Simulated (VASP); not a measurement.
# Se (P6/mmm) in VASP: a series of runs

Se is run at these levels: PBEsol; tasks: single point, relaxation of cell and atoms.

Everything below comes from runs of VASP 6.6.1. Logs are shortened: lines on timing, memory, paths and dates and some standing lists are left out, and cuts for length are marked.

### Step 1. The cell of the first run

The structure is hexagonal, space group P6/mmm (No. 191). Conventional cell: a = 4.372 Å, b = 4.372 Å, c = 2.494 Å, α = 90.00°, β = 90.00°, γ = 120.00°. Se (site symmetry 6/mmm) has 14 Se at 2.49 to 2.82 Å within 3.3 Å. Within 3.3 Å of Se (site symmetry -6m2) lie 11 Se at 2.49 to 2.82 Å.

This isn't the form of Se at room conditions, which is trigonal, of chains.

### Step 2. Single point, PBEsol

INCAR reads:

```
ALGO = Normal
EDIFF = 1E-7
ENCUT = 520
GGA = PS
ISIF = 2
ISMEAR = -1
LASPH = T
LCHARG = T
LELF = T
LREAL = F
LVHAR = T
LWAVE = F
NBANDS = 16
NELM = 80
PREC = Accurate
SIGMA = 0.05
```

KPOINTS reads:

```
k-points
0
Gamma
  8 8 12
```

POSCAR reads:

```
Se
1.0
    4.3724490439      0.0000000000      0.0000000000
   -2.1862245219      3.7866519488      0.0000000000
    0.0000000000      0.0000000000      2.4942505581
Se
3
Direct
    0.0000000000      0.0000000000      0.0000000000
    0.3333333333      0.6666666667      0.5000000000
    0.6666666667      0.3333333333      0.5000000000
```

Potentials or basis: VASP PAW PBE potentials, release 64 (Se).

Started as:

```bash
> cat potpaw_PBE.64/Se/POTCAR > POTCAR
> mpirun -np 1 vasp_std > vasp.out
```

OUTCAR:

```text
EDIFF = 1E-7
   ENCUT = 520
   GGA = PS
   ISIF = 2
   ISMEAR = -1
   LASPH = T
   LREAL = F
   NELM = 80
   PREC = Accurate

 ion  position               nearest neighbor table
   1  0.000  0.000  0.000-
   2  0.333  0.667  0.500-   3 2.52   3 2.52   3 2.52
   3  0.667  0.333  0.500-   2 2.52   2 2.52   2 2.52

  LATTYP: Found a hexagonal cell.
 ALAT       =     4.3724490439
 C/A-ratio  =     0.5704470271

  Lattice vectors:

 A1 = (   4.3724490439,   0.0000000000,   0.0000000000)
 A2 = (  -2.1862245219,   3.7866519488,   0.0000000000)
 A3 = (   0.0000000000,   0.0000000000,   2.4942505581)

Analysis of symmetry for initial positions (statically):
=====================================================================
 Subroutine PRICEL returns:
 Original cell was already a primitive cell.

 Routine SETGRP: Setting up the symmetry group for a
 hexagonal supercell.

 Subroutine GETGRP returns: Found 24 space group operations
 (whereof 24 operations were pure point group operations)
 out of a pool of 24 trial point group operations.

The static configuration has the point symmetry D_6h.

Analysis of symmetry for dynamics (positions and initial velocities):
=====================================================================
 Subroutine PRICEL returns:
 Original cell was already a primitive cell.

 Routine SETGRP: Setting up the symmetry group for a
 hexagonal supercell.

 Subroutine GETGRP returns: Found 24 space group operations
 (whereof 24 operations were pure point group operations)
 out of a pool of 24 trial point group operations.

The dynamic configuration has the point symmetry D_6h.

 Subroutine INISYM returns: Found 24 space group operations
 (whereof 24 operations are pure point group operations),
 and found     1 'primitive' translations

----------------------------------------------------------------------------------------

                                     Primitive cell

  volume of cell :      41.2972

  direct lattice vectors                    reciprocal lattice vectors
     4.372449044  0.000000000  0.000000000     0.228704781  0.132042767  0.000000000
    -2.186224522  3.786651949  0.000000000     0.000000000  0.264085533  0.000000000
     0.000000000  0.000000000  2.494250558     0.000000000  0.000000000  0.400922031

  length of vectors
     4.372449044  4.372449044  2.494250558     0.264085533  0.264085533  0.400922031

  position of ions in fractional coordinates (direct lattice)
     0.000000000  0.000000000  0.000000000
     0.333333333  0.666666667  0.500000000
     0.666666667  0.333333333  0.500000000

  ion indices of the primitive-cell ions
   primitive index   ion index
                 1           1
                 2           2
                 3           3

----------------------------------------------------------------------------------------

 KPOINTS: k-points

Automatic generation of k-mesh.
 Grid dimensions read from file:
 generate k-points for:    8    8   12

 Generating k-lattice:

  Cartesian coordinates                     Fractional coordinates (reciprocal lattice)
     0.028588098  0.016505346  0.000000000     0.125000000  0.000000000  0.000000000
     0.000000000  0.033010692  0.000000000     0.000000000  0.125000000  0.000000000
     0.000000000  0.000000000  0.033410169     0.000000000  0.000000000  0.083333333

  Length of vectors
     0.033010692  0.033010692  0.033410169

  Shift w.r.t. Gamma in fractional coordinates (k-lattice)
     0.000000000  0.000000000  0.000000000

 Subroutine IBZKPT returns following result:
 ===========================================

 Found     70 irreducible k-points:

 Following reciprocal coordinates:
            Coordinates               Weight
  0.000000  0.000000  0.000000      1.000000
  0.125000  0.000000  0.000000      6.000000
  0.250000  0.000000  0.000000      6.000000
  0.375000  0.000000  0.000000      6.000000
  0.500000  0.000000  0.000000      3.000000
  0.125000  0.125000  0.000000      6.000000
[... 16 lines left out ...]
  0.250000  0.000000  0.166667     12.000000
  0.375000  0.000000  0.166667     12.000000
 [... further k-points ...]
   k-points           NKPTS =     70   k-points in BZ     NKDIM =     70   number of bands    NBANDS=     16
   number of dos      NEDOS =    301   number of ions     NIONS =      3
   total plane-waves  NPLWV =  25920
   dimension x,y,z NGX =    36 NGY =   36 NGZ =   20
   dimension x,y,z NGXF=    72 NGYF=   72 NGZF=   40
   ions per type =               3
   NGX,Y,Z   is equivalent  to a cutoff of  13.69, 13.69, 13.33 a.u.
   NGXF,Y,Z  is equivalent  to a cutoff of  27.38, 27.38, 26.66 a.u.
 SYSTEM =  unknown system
   PREC   = accura    normal or accurate (medium, high low for compatibility)
   ISTART =      0    job   : 0-new  1-cont  2-samecut
   ICHARG =      2    charge: 1-file 2-atom 10-const
   ISPIN  =      1    spin polarized calculation?
   LNONCOLLINEAR =      F non collinear calculations
   LSORBIT =      F    spin-orbit coupling
   LASPH  =      T    aspherical Exc in radial PAW
   ENCUT  =  520.0 eV  38.22 Ry    6.18 a.u.   8.13  8.13  4.64*2*pi/ulx,y,z
   NELM   =     80;   NELMIN=  2; NELMDL= -5     # of ELM steps
   EDIFF  = 0.1E-06   stopping-criterion for ELM
   LREAL  =      F    real-space projection
   EDIFFG = 0.1E-05   stopping-criterion for IOM
   NSW    =      0    number of steps for IOM
   IBRION =     -1    ionic relax: 0-MD 1-quasi-New 2-CG
   NFREE  =      0    steps in history (QN), initial steepest desc. (CG)
   ISIF   =      2    stress and relaxation
   ISYM   =      2    0-nonsym 1-usesym 2-fastsym
   POTIM  = 0.5000    time-step for ionic-motion
   TEBEG  =    0.0;   TEEND  =   0.0 temperature during run
   PSTRESS=    0.0 pullay stress
   NELECT =      18.0000    total number of electrons
   NUPDOWN=      -1.0000    fix difference up-down
   EMIN   =  10.00;   EMAX   =-10.00  energy-range for DOS
   EFERMI =   0.00;   METHOD = LEGACY
   ISMEAR =    -1;   SIGMA  =   0.05  broadening in eV -4-tet -1-fermi 0-gaus
   EFERMI_NEDOS =   21; number of points for ismear=-14 and -15
   IALGO  =     38    algorithm
   IMIX   =      4    mixing-type and parameters
     AMIX     =   0.40;   BMIX     =  1.00
     AMIX_MAG =   1.60;   BMIX_MAG =  1.00
  volume/ion in A,a.u.               =      13.77        92.90
  Fermi-wavevector in a.u.,A,eV,Ry     =   1.241249  2.345621 20.962485  1.540699
  Thomas-Fermi vector in A             =   2.375655
   LORBIT       =      0    0 simple, 1 ext, 2 COOP (PROOUT), +10 PAW based schemes
   GGA     = PS    functional components
   LHFCALC =     F    Hartree Fock is set to
   AEXX    =    0.0000 exact exchange contribution
   IVDW    =     0    specifies the selected vdW correction
   LEPSILON=     F    determine dielectric tensor
   LRPA    =     F    only Hartree local field effects (RPA)
 non-spin polarized calculation
  energy-cutoff  :      520.00
  volume of cell :       41.30
 maximum number of plane-waves:      1124
 NGX is ok and might be reduce to    36
   NGX = 17   NGY = 17   NGZ =  9

 number of electron      18.0000000 magnetization

 Free energy of the ion-electron system (eV)
  ---------------------------------------------------
  ext. energy  EPLUGINS =         0.00000000
  ---------------------------------------------------
  free energy    TOTEN  =        -7.56026150 eV

  energy without entropy =       -7.54976672  energy(sigma->0) =       -7.55501411

 E-fermi :  11.1162     XC(G=0): -12.5381

 val. band max:       11.0574891408   @ k =   0.3750   0.1250   0.2500
 cond. band min:      11.1226904804   @ k =   0.3750   0.1250   0.4167
 fundamental gap:      0.0652013396
 Fermi energy:        11.1161622768

 k-point     1 :       0.0000    0.0000    0.0000
  band No.  band energies     occupation
      1      -9.5691      2.00000
      2      -2.4773      2.00000
      3      -2.4314      2.00000
      4       2.7498      2.00000
      5       2.7498      2.00000
      6       3.2242      2.00000
[... 8 lines left out ...]
     15      24.4517      0.00000
     16      24.4517      0.00000

 k-point     2 :       0.1250    0.0000    0.0000
  band No.  band energies     occupation
      1      -9.4137      2.00000
      2      -2.9975      2.00000
      3      -2.7511      2.00000
      4       1.8509      2.00000
      5       2.5327      2.00000
      6       4.4211      2.00000
[... 8 lines left out ...]
     15      23.5505      0.00000
     16      24.8805      0.00000

 k-point     3 :       0.2500    0.0000    0.0000
  band No.  band energies     occupation
      1      -8.9492      2.00000
      2      -4.3274      2.00000
      3      -3.2389      2.00000
      4       1.0583      2.00000
      5       3.5152      2.00000
      6       6.1006      2.00000
[... 8 lines left out ...]
     15      22.4996      0.00000
     16      23.6262      0.00000

 k-point     4 :       0.3750    0.0000    0.0000
  band No.  band energies     occupation
      1      -8.1831      2.00000
      2      -5.7971      2.00000
      3      -3.5892      2.00000
      4       0.5766      2.00000
      5       5.2350      2.00000
      6       8.0310      2.00000
[... 8 lines left out ...]
     15      21.7668      0.00000
     16      22.3088      0.00000
[... 324 lines left out ...]
 k-point    22 :       0.1250    0.0000    0.1667
  band No.  band energies     occupation
      1      -8.7712      2.00000
      2      -2.3989      2.00000
      3      -2.1787      2.00000
      4       2.4668      2.00000
      5       3.1270      2.00000
      6       5.0233      2.00000
[... 8 lines left out ...]
     15      22.6230      0.00000
     16      22.9617      0.00000

 k-point    23 :       0.2500    0.0000    0.1667
  band No.  band energies     occupation
      1      -8.3082      2.00000
      2      -3.7128      2.00000
      3      -2.6496      2.00000
      4       1.6862      2.00000
      5       4.0631      2.00000
      6       6.6657      2.00000
[... 8 lines left out ...]
     15      22.4458      0.00000
     16      23.9395      0.00000

 k-point    24 :       0.3750    0.0000    0.1667
  band No.  band energies     occupation
      1      -7.5453      2.00000
      2      -5.1692      2.00000
      3      -2.9922      2.00000
      4       1.2099      2.00000
      5       5.7004      2.00000
      6       8.5341      2.00000
[... 8 lines left out ...]
     15      23.1345      0.00000
     16      23.3740      0.00000

 [... further k-points ...]

------------------------ aborting loop because EDIFF is reached ----------------------------------------

  FORCE on cell =-STRESS in cart. coord.  units (eV):
  Direction    XX          YY          ZZ          XY          YZ          ZX
  --------------------------------------------------------------------------------------
  -------------------------------------------------------------------------------------
  Total       16.9666800     16.9666800     17.0266363      0.0000000      0.0000000      0.0000000
  in kB      658.2444823    658.2444823    660.5705672      0.0000000      0.0000000      0.0000000
  external PRESSURE =     659.0198440 kB  Pullay stress =       0.0000000 kB

 VOLUME and BASIS-vectors are now :
 -----------------------------------------------------------------------------
  energy-cutoff  :      520.00
  volume of cell :       41.30
      direct lattice vectors                 reciprocal lattice vectors
     4.372449044  0.000000000  0.000000000     0.228704781  0.132042767  0.000000000
    -2.186224522  3.786651949  0.000000000     0.000000000  0.264085533  0.000000000
     0.000000000  0.000000000  2.494250558     0.000000000  0.000000000  0.400922031

 POSITION                                       TOTAL-FORCE (eV/Angst)
 -----------------------------------------------------------------------------------
      0.00000      0.00000      0.00000         0.000000      0.000000     -0.000000
     -0.00000      2.52443      1.24713        -0.000000      0.000000     -0.000000
      2.18622      1.26222      1.24713         0.000000      0.000000      0.000000
 -----------------------------------------------------------------------------------
    total drift:                               -0.000000      0.000000     -0.000000

  FREE ENERGIE OF THE ION-ELECTRON SYSTEM (eV)
  ---------------------------------------------------
  free  energy   TOTEN  =        -7.5602615037 eV

  energy  without entropy=       -7.5497667171  energy(sigma->0) =       -7.55501411
```

Wall time 26 s (1 thread of AMD EPYC 9R45 (Zen 5), shared host); peak memory 0.15 GiB.

What came out:

```
Free energy            : -7.5603 eV
Pressure               : 65.9 GPa
Band gap on the k mesh : zero (bands 9 and 10 overlap by 8.82 eV)
```

Caveat: the cell stands under pressure; the PAW data sets were made with another functional, which shifts forces and pressure a little.

### Step 3. Single point, PBEsol

INCAR reads:

```
SYSTEM = Se
  PREC = Accurate
  ENCUT = 520
  EDIFF = 1E-7
  ISMEAR = -1
  SIGMA = 0.05
  LREAL = .False.
  LASPH = .True.
  NELM = 80
  ALGO = Normal
  ISIF = 2
  LWAVE = .False.
  LCHARG = .True.
  GGA = PS
  LELF = .True.
  LVHAR = .True.
  NBANDS = 16
```

KPOINTS reads:

```
Automatic mesh
0
Gamma
  8 8 12
  0 0 0
```

Edit POSCAR of step 2 so:

```diff
@@ -3,3 +3,3 @@
     4.3724490439      0.0000000000      0.0000000000
-   -2.1862245219      3.7866519488      0.0000000000
+   -2.1862245220      3.7866519488      0.0000000000
     0.0000000000      0.0000000000      2.4942505581
```

Potentials or basis: VASP PAW PBE potentials, release 64 (Se).

Started as:

```bash
> cat potpaw_PBE.64/Se/POTCAR > POTCAR
> mpirun -np 1 vasp_std > vasp.out
```

It took 25 s on 1 thread of AMD EPYC 9R45 (Zen 5), shared host; peak memory 0.15 GiB.

It converged, with:

```
Free energy            : -7.5603 eV
Pressure               : 65.9 GPa
Band gap on the k mesh : zero (bands 9 and 10 overlap by 8.82 eV)
```

Stress tensor (GPa, compression positive):
```
65.82  0.00  0.00
 0.00 65.82  0.00
 0.00  0.00 66.06
```

Levels at points of the mesh, in eV from the Fermi level:
```tsv
k point	band 5	band 6	band 7	band 8	band 9	band 10	band 11	band 12	band 13	band 14
(0.00, 0.00, 0.00)	-8.37	-7.89	-7.89	1.53	4.90	4.90	6.63	6.84	6.86	12.50
(0.50, 0.00, 0.00)	-3.92	-3.52	-1.12	-0.80	0.53	3.60	3.79	5.94	6.57	9.36
(0.00, 0.00, 0.50)	-6.38	-5.84	-5.12	-5.12	-2.68	-2.68	-1.61	-1.61	2.18	2.18
(0.50, 0.00, 0.50)	-8.38	-7.31	-6.32	-3.58	-0.33	0.86	1.69	2.65	6.60	6.77
```

Caveat: the cell stands under pressure; the PAW data sets were made with another functional, which shifts forces and pressure a little.

### Step 4. Relaxation of cell and atoms, PBEsol, target pressure 65 GPa, at which the enthalpy is minimised

This run uses another cell than the first one, of 13.56 Å³/atom.

INCAR reads:

```
  PREC = Accurate
  ENCUT = 600
  EDIFF = 1E-7
  ISMEAR = -1
  SIGMA = 0.05
  LREAL = False
  LASPH = True
  NELM = 100
  ALGO = Normal
  ISIF = 3
  LWAVE = False
  LCHARG = False
  GGA = PS
  IBRION = 2
  NSW = 60
  EDIFFG = -0.005
  PSTRESS = 650.0
```

KPOINTS reads:

```
Automatic mesh
0
Gamma
  8 8 12
```

POSCAR reads:

```
Se
1.0
    4.2318982287      0.0000000000      0.0000000000
   -2.1159491143      3.6649313723      0.0000000000
    0.0000000000      0.0000000000      2.6237769018
Se
3
Direct
    0.0000000000      0.0000000000      0.0000000000
    0.3333333333      0.6666666667      0.5000000000
    0.6666666667      0.3333333333      0.5000000000
```

Started as:

```bash
> cat potpaw_PBE.64/Se/POTCAR > POTCAR
> mpirun -np 1 vasp_std > vasp.out
```

Run time: 3.3 min. Hardware: 1 thread of AMD EPYC 9R45 (Zen 5), shared host; peak memory 0.18 GiB.

It converged, with:

| Item | Value |
| --- | --- |
| Free energy | -7.6057 eV |
| Relaxed volume | 13.80 Å³/atom |
| Relaxed cell | a = 4.376 Å, b = 4.376 Å, c = 2.497 Å, α = 90.00°, β = 90.00°, γ = 120.00° |
| Space group after relaxing (to 0.1 Å) | P6/mmm (No. 191) |
| Energy change on relaxing (the run minimises the enthalpy) | -130.3 meV/atom |
| Ionic steps | 16 |
| Pressure after relaxing | 65.0 GPa |
| Band gap on the k mesh | zero (bands 9 and 10 overlap by 8.78 eV) |

The path:
| step | energy change (eV) | largest force (eV/Å) | pressure (GPa) | volume (Å³) |
| --- | --- | --- | --- | --- |
| 1 | 0.0000 | 0.0000 | 69.45 | 40.69 |
| 2 | -0.9105 | 0.0000 | 53.17 | 42.93 |
| 3 | -0.4915 | 0.0000 | 60.79 | 41.84 |
| 4 | -0.5840 | 0.0000 | 60.25 | 41.95 |
| 5 | -0.5508 | 0.0000 | 62.15 | 42.11 |
| 6 | -0.6196 | 0.0000 | 60.04 | 42.00 |
| 7 | -0.1472 | 0.0000 | 69.45 | 40.83 |
| 8 | -0.3649 | 0.0000 | 65.13 | 41.35 |
| 9 | -0.3687 | 0.0000 | 65.13 | 41.36 |
| 10 | -0.3793 | 0.0000 | 65.16 | 41.38 |
| 11 | -0.3936 | 0.0000 | 65.27 | 41.42 |
| 12 | -0.3835 | 0.0000 | 65.16 | 41.39 |
| 13 | -0.3826 | 0.0000 | 65.16 | 41.39 |
| 14 | -0.3830 | 0.0000 | 65.16 | 41.39 |
| 15 | -0.4089 | 0.0000 | 64.66 | 41.45 |
| 16 | -0.3908 | 0.0000 | 65.01 | 41.41 |

Final structure:
```cif
data_structure
_symmetry_space_group_name_H-M 'P 1'
_symmetry_Int_Tables_number 1
_cell_length_a 4.3760
_cell_length_b 4.3760
_cell_length_c 2.4968
_cell_angle_alpha 90.000
_cell_angle_beta 90.000
_cell_angle_gamma 120.000
_cell_volume 41.41
loop_
_atom_site_label
_atom_site_type_symbol
_atom_site_fract_x
_atom_site_fract_y
_atom_site_fract_z
_atom_site_occupancy
Se1 Se 0.00000 0.00000 0.00000 1
Se2 Se 0.33333 0.66667 0.50000 1
Se3 Se 0.66667 0.33333 0.50000 1
```

Levels at points of the mesh, in eV from the Fermi level:
| k point | band 6 | band 7 | band 8 | band 9 | band 10 | band 11 | band 12 | band 13 |
| --- | --- | --- | --- | --- | --- | --- | --- | --- |
| (0.00, 0.00, 0.00) | -7.87 | -7.87 | 1.52 | 4.89 | 4.89 | 6.60 | 6.83 | 6.83 |
| (0.50, 0.00, 0.00) | -3.51 | -1.11 | -0.79 | 0.53 | 3.58 | 3.78 | 5.91 | 6.58 |
| (0.00, 0.00, 0.50) | -5.82 | -5.10 | -5.10 | -2.67 | -2.67 | -1.60 | -1.60 | 2.20 |
| (0.50, 0.00, 0.50) | -7.29 | -6.31 | -3.56 | -0.33 | 0.86 | 1.67 | 2.64 | 6.61 |

Caveat: the cell is relaxed towards a set pressure, so the run minimises the enthalpy, not the energy; the PAW data sets were made with another functional, which shifts forces and pressure a little.
